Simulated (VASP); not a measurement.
# Ir in VASP: notebook, part 2 of 2

VASP 6.6.1.

## (4) Single point, PBEsol

INCAR reads:

```
SYSTEM = Ir
ALGO     = Normal         ! electronic algorithm
DIPOL    = 0.5 0.5 0.500
EDIFF    = 1E-6           ! SCF threshold, eV
ENCUT    = 520            ! plane-wave cutoff, eV
GGA      = PS             ! functional
IDIPOL   = 3            
ISIF     = 2              ! what is computed and relaxed
ISMEAR   = -1             ! smearing method
LASPH    = .TRUE.         ! aspherical terms in the spheres
LCHARG   = .FALSE.        ! write CHGCAR
LDIPOL   = .TRUE.       
LREAL    = .FALSE.        ! projectors in reciprocal space
LWAVE    = .FALSE.        ! write WAVECAR
NBANDS   = 36             ! bands
NELM     = 100            ! most SCF steps
PREC     = Accurate       ! precision mode
SIGMA    = 0.08           ! smearing width, eV
```

KPOINTS reads:

```
k-points
0
G
  14 14 1
  0 0 0
```

POSCAR reads:

```
Ir
1.0
    2.7091695293      0.0000000000      0.0000000000
   -1.3545847646      2.3462096355      0.0000000000
    0.0000000000      0.0000000000     27.0601000000
Ir
6
Direct
    0.1666666667      0.3333333333      0.2975314506
    0.5000000000      1.0000000000      0.3775878029
    0.8333333333      0.6666666667      0.4590008068
    0.1666666667      0.3333333333      0.5409991932
    0.5000000000      1.0000000000      0.6224121964
    0.8333333333      0.6666666667      0.7024685495
```

Potentials or basis: VASP PAW PBE potentials, release 64 (Ir).

Started as:

```
cat potpaw_PBE.64/Ir/POTCAR > POTCAR
mpirun -np 1 vasp_std > vasp.out
```

OUTCAR:

```text
SYSTEM = Ir
   EDIFF = 1E-6
   ENCUT = 520
   GGA = PS
   ISIF = 2
   ISMEAR = -1
   LASPH = .TRUE.
   LREAL = .FALSE.
   NELM = 100
   PREC = Accurate

 ion  position               nearest neighbor table
   1  0.167  0.333  0.298-   2 2.67   2 2.67   2 2.67
   2  0.500  0.000  0.378-   1 2.67   1 2.67   1 2.67   3 2.70   3 2.70   3 2.70
   3  0.833  0.667  0.459-   2 2.70   2 2.70   2 2.70   4 2.71   4 2.71   4 2.71
   4  0.167  0.333  0.541-   5 2.70   5 2.70   5 2.70   3 2.71   3 2.71   3 2.71
   5  0.500  0.000  0.622-   6 2.67   6 2.67   6 2.67   4 2.70   4 2.70   4 2.70
   6  0.833  0.667  0.702-   5 2.67   5 2.67   5 2.67

  LATTYP: Found a hexagonal cell.
 ALAT       =     2.7091695293
 C/A-ratio  =     9.9883376464

  Lattice vectors:

 A1 = (   2.7091695293,   0.0000000000,   0.0000000000)
 A2 = (  -1.3545847646,   2.3462096355,   0.0000000000)
 A3 = (   0.0000000000,   0.0000000000,  27.0601000000)

Analysis of symmetry for initial positions (statically):
=====================================================================
[... 188 lines left out ...]

 k-point     1 :       0.0000    0.0000    0.0000
  band No.  band energies     occupation
      1      -8.7971      2.00000
      2      -8.0433      2.00000
      3      -6.9540      2.00000
      4      -6.1326      2.00000
      5      -5.7866      2.00000
      6      -5.7455      2.00000
[... 925 lines left out ...]
     35       8.3470      0.00000
     36       8.8376      0.00000

------------------------ aborting loop because EDIFF is reached ----------------------------------------

 vacuum level on the upper side and lower side of the slab       (xc-potential included)        -0.282        -0.282

  FORCE on cell =-STRESS in cart. coord.  units (eV):
  Direction    XX          YY          ZZ          XY          YZ          ZX
  --------------------------------------------------------------------------------------
  -------------------------------------------------------------------------------------
  Total       -3.6636146     -3.6636146      0.4894742     -0.0000000      0.0000000     -0.0000000
  in kB      -34.1262028    -34.1262028      4.5594031     -0.0000000      0.0000000     -0.0000000
  external PRESSURE =     -21.2310008 kB  Pullay stress =       0.0000000 kB

 VOLUME and BASIS-vectors are now :
 -----------------------------------------------------------------------------
  energy-cutoff  :      520.00
  volume of cell :      172.00
      direct lattice vectors                 reciprocal lattice vectors
     2.709169529  0.000000000  0.000000000     0.369116805  0.213109687  0.000000000
    -1.354584765  2.346209636  0.000000000     0.000000000  0.426219373  0.000000000
     0.000000000  0.000000000 27.060100000     0.000000000  0.000000000  0.036954778

 POSITION                                       TOTAL-FORCE (eV/Angst)
 -----------------------------------------------------------------------------------
      0.00000      0.78207      8.05123        -0.000000      0.000000     -0.054087
      1.35458      0.00000     10.21756        -0.000000      0.000000      0.009160
      1.35458      1.56414     12.42061        -0.000000      0.000000      0.001344
      0.00000      0.78207     14.63949        -0.000000     -0.000000     -0.001344
      1.35458      0.00000     16.84254         0.000000      0.000000     -0.009160
      1.35458      1.56414     19.00887        -0.000000     -0.000000      0.054087
 -----------------------------------------------------------------------------------
    total drift:                                0.000000     -0.000000      0.000017

  FREE ENERGIE OF THE ION-ELECTRON SYSTEM (eV)
  ---------------------------------------------------
  free  energy   TOTEN  =       -56.8520986582 eV

  energy  without entropy=      -56.7117991867  energy(sigma->0) =      -56.78194892

 vacuum level on the upper side and lower side of the slab         7.536         7.536
```

OSZICAR:

```text
N       E                     dE             d eps       ncg     rms          rms(c)
DAV:   1     0.569102801731E+03    0.56910E+03   -0.23011E+04  1728   0.136E+03
DAV:   2    -0.150717983429E+02   -0.58417E+03   -0.54027E+03  1728   0.417E+02
DAV:   3    -0.583716067956E+02   -0.43300E+02   -0.40167E+02  2192   0.113E+02
[... 18 lines left out ...]
DAV:  22    -0.568520876393E+02    0.67900E-05   -0.27700E-05  2436   0.389E-02    0.324E-03
DAV:  23    -0.568520912037E+02   -0.35643E-05   -0.72095E-06  1860   0.168E-02    0.132E-02
DAV:  24    -0.568520946945E+02   -0.34909E-05   -0.13065E-06  1072   0.116E-02    0.111E-02
DAV:  25    -0.568520965306E+02   -0.18361E-05   -0.21886E-06  1136   0.122E-02    0.286E-03
DAV:  26    -0.568520983125E+02   -0.17819E-05   -0.55961E-07  1076   0.640E-03    0.159E-03
DAV:  27    -0.568520986582E+02   -0.34566E-06   -0.16770E-07   900   0.263E-03
   1 F= -.56852099E+02 E0= -.56781949E+02  d E =-.140299E+00
```

Run time: 7.9 min. Hardware: 1 thread of Intel Xeon 8259CL, shared host; peak memory 0.33 GiB.

What came out:

| Property | Result |
| --- | --- |
| Free energy | -56.8521 eV |
| Largest force | 0.054 eV/Å |
| Band gap on the k mesh | zero (bands 27 and 28 overlap by 2.28 eV) |

Forces in eV/Å, atoms in the order of the input:
```
Ir   0.000  0.000 -0.054
Ir   0.000  0.000  0.009
Ir   0.000  0.000  0.001
Ir   0.000  0.000 -0.001
Ir   0.000  0.000 -0.009
Ir   0.000  0.000  0.054
```

Caveat: the PAW data sets were made with another functional, which shifts forces and pressure a little; spin-orbit coupling is left out, which moves the levels of the heavy elements.
